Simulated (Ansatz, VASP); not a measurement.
**Sn in VASP and in Ansatz**

```
CELL_PARAMETERS angstrom
-2.94014 2.94014 1.59930
2.94014 -2.94014 1.59930
2.94014 2.94014 -1.59930
ATOMIC_POSITIONS crystal
Sn 0.00000 0.00000 0.00000
Sn 0.75000 0.25000 0.50000
```

Alike in both runs: functional PBE; k mesh 7 × 7 × 7; occupations fermi-dirac, width 0.05 eV; non-collinear spin, spin-orbit coupling.

```csv
,VASP,Ansatz
version,VASP 6.6.1,Ansatz 0.2.0
potentials or method,"VASP PAW PBE potentials, release 64 (Sn_d), cutoff 520 eV","all-electron LAPW, relativistic spinors"
task,single point,band structure
```

|  | VASP | Ansatz | Ansatz less VASP |
| --- | --- | --- | --- |
| pressure (GPa) | 1.2 | 1.2 | +0.03 |
| traceless stress, the component that is largest in VASP (GPa) | 0.43 | 0.44 | +0.007 |
| net moment per atom (μB) | 0.00 | 0.00 | 0.000 |

Ansatz ran all-electron here, and VASP with PAW potentials.

Noted on Ansatz's run: the k mesh is thin for a metal, which can move the energy by tens of meV per atom.
